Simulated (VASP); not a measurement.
# MgO (Pm) in VASP: notebook

The runs below take MgO through single point, with LDA.

All numbers are computed with VASP 6.6.1; they aren't measurements. Logs are shortened: lines on timing, memory, paths and dates and some standing lists are left out, and cuts for length are marked.

### 1 The cell of the first run

It takes space group Pm (No. 6, monoclinic). The conventional cell has a = 3.486 Å, b = 4.178 Å, c = 3.486 Å, α = 90.00°, β = 120.00°, γ = 90.00°. Mg (site symmetry m) has 5 O at 1.94 to 2.11 Å within 2.6 Å. Mg (site symmetry m) has 5 O at 1.92 to 2.09 Å within 2.5 Å. O (site symmetry m) has 5 Mg at 1.92 to 2.09 Å within 2.5 Å. Within 2.6 Å of O (site symmetry m) lie 5 Mg at 1.94 to 2.11 Å.

### 2 Single point, LDA (all Mg atoms moved -0.100 Å, as atom 1 along Cartesian [1 1 0])

INCAR

```
ALGO = Normal
EDIFF = 1E-6
ENCUT = 840
GGA = CA
GGA_COMPAT = False
ISIF = 2
ISMEAR = 0
LASPH = True
LCHARG = True
LELF = True
LREAL = False
LVHAR = True
LWAVE = False
NBANDS = 24
NELM = 120
PREC = Accurate
SIGMA = 0.05
```

KPOINTS

```
k-points
0
Gamma
  6 6 6
```

POSCAR

```
MgO
1.0
    3.4863778627      0.0000000000      0.0000000000
   -1.7431889314      3.0192917963      0.0000000000
    0.0000000000      0.0000000000      4.1780412200
Mg O
2 2
Direct
    0.6346748656      0.3099137095      0.7500000000
    0.3013415322      0.6432470428      0.2500000000
    0.6666666667      0.3333333333      0.2500000000
    0.3333333333      0.6666666667      0.7500000000
```

Potentials or basis: VASP PAW LDA potentials, release 64 (Mg_sv, O).

Launch:

```sh
cat potpaw_LDA.64/Mg_sv/POTCAR potpaw_LDA.64/O/POTCAR > POTCAR
mpirun -np 1 vasp_std > vasp.out
```

OUTCAR:

```text
EDIFF = 1E-6
   ENCUT = 840
   GGA = CA
   ISIF = 2
   ISMEAR = 0
   LASPH = True
   LREAL = False
   NELM = 120
   PREC = Accurate

 ion  position               nearest neighbor table
   1  0.635  0.310  0.750-   4 1.94   4 1.99   3 2.09   3 2.09   4 2.11
   2  0.301  0.643  0.250-   3 1.92   3 2.04   3 2.08   4 2.09   4 2.09
   3  0.667  0.333  0.250-   2 1.92   2 2.04   2 2.08   1 2.09   1 2.09
   4  0.333  0.667  0.750-   1 1.94   1 1.99   2 2.09   2 2.09   1 2.11

  LATTYP: Found a hexagonal cell.
 ALAT       =     3.4863778627
 C/A-ratio  =     1.1983902447

  Lattice vectors:

 A1 = (   3.4863778627,   0.0000000000,   0.0000000000)
 A2 = (  -1.7431889314,   3.0192917963,   0.0000000000)
 A3 = (   0.0000000000,   0.0000000000,   4.1780412200)

Analysis of symmetry for initial positions (statically):
=====================================================================
 Subroutine PRICEL returns:
 Original cell was already a primitive cell.

 Routine SETGRP: Setting up the symmetry group for a
 hexagonal supercell.

 Subroutine GETGRP returns: Found  2 space group operations
 (whereof  1 operations were pure point group operations)
 out of a pool of 24 trial point group operations.

The static configuration has the point symmetry C_1 .
 The point group associated with its full space group is C_1h.

Analysis of symmetry for dynamics (positions and initial velocities):
=====================================================================
 Subroutine PRICEL returns:
 Original cell was already a primitive cell.

 Routine SETGRP: Setting up the symmetry group for a
 hexagonal supercell.

 Subroutine GETGRP returns: Found  2 space group operations
 (whereof  1 operations were pure point group operations)
 out of a pool of 24 trial point group operations.

The dynamic configuration has the point symmetry C_1 .
 The point group associated with its full space group is C_1h.

 Subroutine INISYM returns: Found  2 space group operations
 (whereof  1 operations are pure point group operations),
 and found     1 'primitive' translations

----------------------------------------------------------------------------------------

                                     Primitive cell

  volume of cell :      43.9797

  direct lattice vectors                    reciprocal lattice vectors
     3.486377863  0.000000000  0.000000000     0.286830642  0.165601748  0.000000000
    -1.743188931  3.019291796  0.000000000     0.000000000  0.331203497  0.000000000
     0.000000000  0.000000000  4.178041220     0.000000000  0.000000000  0.239346609

  length of vectors
     3.486377863  3.486377863  4.178041220     0.331203497  0.331203497  0.239346609

  position of ions in fractional coordinates (direct lattice)
     0.634674866  0.309913710  0.750000000
     0.301341532  0.643247043  0.250000000
     0.666666667  0.333333333  0.250000000
     0.333333333  0.666666667  0.750000000

  ion indices of the primitive-cell ions
   primitive index   ion index
                 1           1
                 2           2
                 3           3
                 4           4

----------------------------------------------------------------------------------------

 KPOINTS: k-points

Automatic generation of k-mesh.
 Grid dimensions read from file:
 generate k-points for:    6    6    6

 Generating k-lattice:

  Cartesian coordinates                     Fractional coordinates (reciprocal lattice)
     0.047805107  0.027600291  0.000000000     0.166666667  0.000000000  0.000000000
     0.000000000  0.055200583  0.000000000     0.000000000  0.166666667  0.000000000
     0.000000000  0.000000000  0.039891102     0.000000000  0.000000000  0.166666667

  Length of vectors
     0.055200583  0.055200583  0.039891102

  Shift w.r.t. Gamma in fractional coordinates (k-lattice)
     0.000000000  0.000000000  0.000000000

 Subroutine IBZKPT returns following result:
 ===========================================

 Found     80 irreducible k-points:

 Following reciprocal coordinates:
            Coordinates               Weight
  0.000000  0.000000  0.000000      1.000000
  0.166667 -0.000000  0.000000      2.000000
  0.000000  0.166667  0.000000      2.000000
 -0.166667  0.166667  0.000000      2.000000
  0.333333 -0.000000  0.000000      2.000000
  0.000000  0.333333  0.000000      2.000000
[... 16 lines left out ...]
  0.000000  0.166667  0.166667      4.000000
 -0.166667  0.166667  0.166667      4.000000
 [... further k-points ...]
   k-points           NKPTS =     80   k-points in BZ     NKDIM =     80   number of bands    NBANDS=     24
   number of dos      NEDOS =    301   number of ions     NIONS =      4
   total plane-waves  NPLWV =  51840
   dimension x,y,z NGX =    36 NGY =   36 NGZ =   40
   dimension x,y,z NGXF=    72 NGYF=   72 NGZF=   80
   ions per type =               2   2
   NGX,Y,Z   is equivalent  to a cutoff of  17.17, 17.17, 15.92 a.u.
   NGXF,Y,Z  is equivalent  to a cutoff of  34.33, 34.33, 31.83 a.u.
 SYSTEM =  unknown system
   PREC   = accura    normal or accurate (medium, high low for compatibility)
   ISTART =      0    job   : 0-new  1-cont  2-samecut
   ICHARG =      2    charge: 1-file 2-atom 10-const
   ISPIN  =      1    spin polarized calculation?
   LNONCOLLINEAR =      F non collinear calculations
   LSORBIT =      F    spin-orbit coupling
   LASPH  =      T    aspherical Exc in radial PAW
   ENCUT  =  840.0 eV  61.74 Ry    7.86 a.u.   8.24  8.24  9.87*2*pi/ulx,y,z
   NELM   =    120;   NELMIN=  2; NELMDL= -5     # of ELM steps
   EDIFF  = 0.1E-05   stopping-criterion for ELM
   LREAL  =      F    real-space projection
   EDIFFG = 0.1E-04   stopping-criterion for IOM
   NSW    =      0    number of steps for IOM
   IBRION =     -1    ionic relax: 0-MD 1-quasi-New 2-CG
   NFREE  =      0    steps in history (QN), initial steepest desc. (CG)
   ISIF   =      2    stress and relaxation
   ISYM   =      2    0-nonsym 1-usesym 2-fastsym
   POTIM  = 0.5000    time-step for ionic-motion
   TEBEG  =    0.0;   TEEND  =   0.0 temperature during run
   PSTRESS=    0.0 pullay stress
   NELECT =      32.0000    total number of electrons
   NUPDOWN=      -1.0000    fix difference up-down
   EMIN   =  10.00;   EMAX   =-10.00  energy-range for DOS
   EFERMI =   0.00;   METHOD = LEGACY
   ISMEAR =     0;   SIGMA  =   0.05  broadening in eV -4-tet -1-fermi 0-gaus
   EFERMI_NEDOS =   21; number of points for ismear=-14 and -15
   IALGO  =     38    algorithm
   IMIX   =      4    mixing-type and parameters
     AMIX     =   0.40;   BMIX     =  1.00
     AMIX_MAG =   1.60;   BMIX_MAG =  1.00
  volume/ion in A,a.u.               =      10.99        74.20
  Fermi-wavevector in a.u.,A,eV,Ry     =   1.472451  2.782528 29.498938  2.168111
  Thomas-Fermi vector in A             =   2.587464
   LORBIT       =      0    0 simple, 1 ext, 2 COOP (PROOUT), +10 PAW based schemes
   GGA     = CA    functional components
   LHFCALC =     F    Hartree Fock is set to
   AEXX    =    0.0000 exact exchange contribution
   IVDW    =     0    specifies the selected vdW correction
   LEPSILON=     F    determine dielectric tensor
   LRPA    =     F    only Hartree local field effects (RPA)
 non-spin polarized calculation
 Gauss-broadening in eV      SIGMA  =   0.05
  energy-cutoff  :      840.00
  volume of cell :       43.98
 maximum number of plane-waves:      2468
 NGX is ok and might be reduce to    36
   NGX = 17   NGY = 17   NGZ = 19

 number of electron      31.9999995 magnetization

 Free energy of the ion-electron system (eV)
  ---------------------------------------------------
  ext. energy  EPLUGINS =         0.00000000
  ---------------------------------------------------
  free energy    TOTEN  =       -26.05403299 eV

  energy without entropy =      -26.05403299  energy(sigma->0) =      -26.05403299

 E-fermi :   1.7893     XC(G=0): -10.8883

 val. band max:        1.4158462024   @ k =   0.0000   0.0000   0.0000
 cond. band min:       4.7484379915   @ k =   0.0000   0.0000   0.0000
 fundamental gap:      3.3325917891
 Fermi energy:         1.7892778644

 k-point     1 :       0.0000    0.0000    0.0000
  band No.  band energies     occupation
      1     -69.8707      2.00000
      2     -69.8565      2.00000
      3     -37.4007      2.00000
      4     -37.3863      2.00000
      5     -37.3838      2.00000
      6     -37.3476      2.00000
[... 16 lines left out ...]
     23      16.7859      0.00000
     24      16.8282      0.00000

 k-point     2 :       0.1667   -0.0000    0.0000
  band No.  band energies     occupation
      1     -69.8696      2.00000
      2     -69.8574      2.00000
      3     -37.3957      2.00000
      4     -37.3900      2.00000
      5     -37.3857      2.00000
      6     -37.3531      2.00000
[... 16 lines left out ...]
     23      15.8101      0.00000
     24      16.0400      0.00000

 k-point     3 :       0.0000    0.1667    0.0000
  band No.  band energies     occupation
      1     -69.8696      2.00000
      2     -69.8574      2.00000
      3     -37.3957      2.00000
      4     -37.3908      2.00000
      5     -37.3844      2.00000
      6     -37.3541      2.00000
[... 16 lines left out ...]
     23      15.7704      0.00000
     24      16.0475      0.00000

 k-point     4 :      -0.1667    0.1667    0.0000
  band No.  band energies     occupation
      1     -69.8696      2.00000
      2     -69.8574      2.00000
      3     -37.3957      2.00000
      4     -37.3917      2.00000
      5     -37.3828      2.00000
      6     -37.3551      2.00000
[... 16 lines left out ...]
     23      15.7481      0.00000
     24      16.0575      0.00000

 k-point     5 :       0.3333   -0.0000    0.0000
  band No.  band energies     occupation
      1     -69.8671      2.00000
      2     -69.8592      2.00000
      3     -37.3969      2.00000
      4     -37.3896      2.00000
      5     -37.3828      2.00000
      6     -37.3638      2.00000
[... 16 lines left out ...]
     23      15.2765      0.00000
     24      15.8852      0.00000

 k-point     6 :       0.0000    0.3333    0.0000
  band No.  band energies     occupation
      1     -69.8671      2.00000
      2     -69.8592      2.00000
      3     -37.3978      2.00000
      4     -37.3870      2.00000
      5     -37.3828      2.00000
      6     -37.3656      2.00000
[... 16 lines left out ...]
     23      15.2957      0.00000
     24      15.8798      0.00000
[... 379 lines left out ...]
 k-point    21 :       0.0000    0.0000    0.1667
  band No.  band energies     occupation
      1     -69.8697      2.00000
      2     -69.8577      2.00000
      3     -37.3961      2.00000
      4     -37.3849      2.00000
      5     -37.3824      2.00000
      6     -37.3489      2.00000
[... 16 lines left out ...]
     23      16.1304      0.00000
     24      17.3693      0.00000

 k-point    22 :       0.1667   -0.0000    0.1667
  band No.  band energies     occupation
      1     -69.8688      2.00000
      2     -69.8582      2.00000
      3     -37.3987      2.00000
      4     -37.3847      2.00000
      5     -37.3818      2.00000
      6     -37.3564      2.00000
[... 16 lines left out ...]
     23      15.7147      0.00000
     24      16.5267      0.00000

 k-point    23 :       0.0000    0.1667    0.1667
  band No.  band energies     occupation
      1     -69.8688      2.00000
      2     -69.8582      2.00000
      3     -37.3982      2.00000
      4     -37.3870      2.00000
      5     -37.3793      2.00000
      6     -37.3571      2.00000
[... 16 lines left out ...]
     23      15.7712      0.00000
     24      16.5109      0.00000

 k-point    24 :      -0.1667    0.1667    0.1667
  band No.  band energies     occupation
      1     -69.8688      2.00000
      2     -69.8582      2.00000
      3     -37.3979      2.00000
      4     -37.3879      2.00000
      5     -37.3779      2.00000
      6     -37.3578      2.00000
[... 16 lines left out ...]
     23      15.8113      0.00000
     24      16.4953      0.00000

 [... further k-points ...]

------------------------ aborting loop because EDIFF is reached ----------------------------------------

  FORCE on cell =-STRESS in cart. coord.  units (eV):
  Direction    XX          YY          ZZ          XY          YZ          ZX
  --------------------------------------------------------------------------------------
  -------------------------------------------------------------------------------------
  Total       -0.5691395     -0.5753139     -1.0631879      0.1507887      0.0000000      0.0000000
  in kB      -20.7337102    -20.9586438    -38.7318588      5.4932214      0.0000000      0.0000000
  external PRESSURE =     -26.8080709 kB  Pullay stress =       0.0000000 kB

 VOLUME and BASIS-vectors are now :
 -----------------------------------------------------------------------------
  energy-cutoff  :      840.00
  volume of cell :       43.98
      direct lattice vectors                 reciprocal lattice vectors
     3.486377863  0.000000000  0.000000000     0.286830642  0.165601748  0.000000000
    -1.743188931  3.019291796  0.000000000     0.000000000  0.331203497  0.000000000
     0.000000000  0.000000000  4.178041220     0.000000000  0.000000000  0.239346609

 POSITION                                       TOTAL-FORCE (eV/Angst)
 -----------------------------------------------------------------------------------
      1.67248      0.93572      3.13353         0.473594      0.620381      0.000000
     -0.07071      1.94215      1.04451         0.768951      0.621782      0.000000
      1.74319      1.00643      1.04451        -0.771578     -0.621763      0.000000
     -0.00000      2.01286      3.13353        -0.470967     -0.620400      0.000000
 -----------------------------------------------------------------------------------
    total drift:                               -0.000438     -0.000507      0.000000

  FREE ENERGIE OF THE ION-ELECTRON SYSTEM (eV)
  ---------------------------------------------------
  free  energy   TOTEN  =       -26.0540329872 eV

  energy  without entropy=      -26.0540329872  energy(sigma->0) =      -26.05403299
```

Run time: 92 s. Hardware: 1 thread of Intel Xeon Platinum 8488C (Sapphire Rapids), shared host; peak memory 0.27 GiB.

Results:

- Free energy: -26.0540 eV
- Pressure: -2.7 GPa
- Largest force: 0.991 eV/Å
- Band gap on the k mesh: 3.33 eV

Forces in eV/Å, atoms in the order of the input:
```
Mg   0.474  0.620  0.000
Mg   0.769  0.622  0.000
O   -0.772 -0.622  0.000
O   -0.471 -0.620  0.000
```

Stress tensor (GPa, compression positive):
```
-2.07  0.55  0.00
 0.55 -2.10  0.00
 0.00  0.00 -3.87
```

Caveat: the cell differs from its parent crystal (all Mg atoms moved -0.100 Å, as atom 1 along Cartesian [1 1 0]).

### 3 Single point, LDA (all Mg atoms moved +0.025 Å, as atom 1 along Cartesian [1 1 0])

INCAR

```
SYSTEM = MgO
PREC = Accurate
ENCUT = 840
EDIFF = 1E-6
ISMEAR = 0
SIGMA = 0.05
LREAL = .False.
LASPH = .True.
NELM = 120
ALGO = Normal
ISIF = 2
LWAVE = .False.
LCHARG = .False.
GGA = CA
NBANDS = 24
GGA_COMPAT = .False.
```

KPOINTS

```
regular mesh
0
Gamma
  6 6 6
  0 0 0
```

POSCAR: that of step 2 with these lines changed.

```diff
@@ -8,4 +8,4 @@
 Direct
-    0.6346748656      0.3099137095      0.7500000000
-    0.3013415322      0.6432470428      0.2500000000
+    0.6746646169      0.3391882393      0.7500000000
+    0.3413312836      0.6725215726      0.2500000000
     0.6666666667      0.3333333333      0.2500000000
```

Potentials or basis: VASP PAW LDA potentials, release 64 (Mg_sv, O).

Launch:

```sh
cat potpaw_LDA.64/Mg_sv/POTCAR potpaw_LDA.64/O/POTCAR > POTCAR
mpirun -np 1 vasp_std > vasp.out
```

It took 75 s on 1 thread of Intel Xeon Platinum 8488C (Sapphire Rapids), shared host; peak memory 0.27 GiB.

The run converged. Its results:

```
Free energy            : -26.1353 eV
Pressure               : -3.5 GPa
Largest force          : 0.220 eV/Å
Band gap on the k mesh : 3.34 eV
```

Forces on the atoms (eV/Å):
```
Mg  -0.160 -0.151  0.000
Mg  -0.142 -0.151  0.000
O    0.142  0.151  0.000
O    0.160  0.151  0.000
```

Stress tensor (GPa, compression positive):
```
-3.38  0.03  0.00
 0.03 -3.38  0.00
 0.00  0.00 -3.69
```

Levels at points of the mesh, in eV from the valence-band top:
```csv
k point,band 14,band 15,band 16,band 17,band 18,band 19
"(0.00, 0.00, 0.00)",-0.81,-0.81,0.00,3.34,9.26,12.07
"(0.50, 0.00, 0.00)",-1.99,-1.32,-0.52,6.82,8.93,9.67
"(0.00, 0.50, 0.00)",-1.99,-1.32,-0.52,6.82,8.93,9.67
"(0.50, 0.50, 0.00)",-1.99,-1.32,-0.52,6.82,8.93,9.67
"(0.00, 0.00, 0.50)",-1.33,-1.28,-1.28,6.34,6.34,12.61
"(0.50, 0.00, 0.50)",-1.53,-0.84,-0.83,7.14,7.16,11.75
"(0.00, 0.50, 0.50)",-1.54,-0.84,-0.83,7.14,7.16,11.76
"(0.50, 0.50, 0.50)",-1.55,-0.83,-0.83,7.15,7.16,11.77
```

Caveat: the cell differs from its parent crystal (all Mg atoms moved +0.025 Å, as atom 1 along Cartesian [1 1 0]); the cell stands under tension.
